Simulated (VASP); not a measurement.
Input of a VASP 6.6.1 run:

Contents of INCAR:

```
SYSTEM = SiC
PREC     = Accurate       ! precision mode
ENCUT    = 520            ! plane-wave cutoff, eV
EDIFF    = 1E-6           ! SCF threshold, eV
ISMEAR   = -1             ! smearing method
SIGMA    = 0.02           ! smearing width, eV
LREAL    = .FALSE.        ! projectors in reciprocal space
LASPH    = .TRUE.         ! aspherical terms in the spheres
NELM     = 80             ! most SCF steps
ALGO     = Normal         ! electronic algorithm
ISIF     = 2              ! what is computed and relaxed
LWAVE    = .FALSE.        ! write WAVECAR
LCHARG   = .FALSE.        ! write CHGCAR
GGA      = PE             ! functional
NBANDS   = 26             ! bands
```

Contents of KPOINTS:

```
regular mesh
0
G
  8 5 1
  0 0 0
```

POSCAR

```
SiC
1.0
    3.0919181385      0.0000000000      0.0000000000
    0.0000000000      5.0742764952      0.0000000000
    0.0000000000      0.0000000000     19.5702000000
Si C
4 4
Direct
    0.0000000000      0.5856641283      0.4235022034
    0.5000000000      0.0587440860      0.4473240243
    0.5000000000      0.5587589973      0.5526756714
    0.0000000000      0.0856814390      0.5764966986
    0.0000000000      0.9272255522      0.4130448564
    0.5000000000      0.4283349515      0.4512284608
    0.5000000000      0.9283465133      0.5487711344
    0.0000000000      0.4272443323      0.5869569508
```

Potentials or basis: VASP PAW PBE potentials, release 64 (Si, C).

Command:

```bash
$ cat potpaw_PBE.64/Si/POTCAR potpaw_PBE.64/C/POTCAR > POTCAR
$ mpirun -np 1 vasp_std > vasp.out
```

**Question.** What does it give for the largest force?

**Answer.** 0.014 eV/Å.

**Question.** Predict the band gap on the k mesh.

**Answer.** 1.26 eV (least direct gap 2.02 eV).

Forces on the atoms (eV/Å):
```
Si   0.000  0.001  0.009
Si   0.000  0.005 -0.003
Si   0.000  0.004  0.004
Si   0.000  0.001 -0.009
C    0.000  0.008  0.004
C    0.000 -0.014  0.000
C    0.000 -0.014  0.000
C    0.000  0.008 -0.004
```
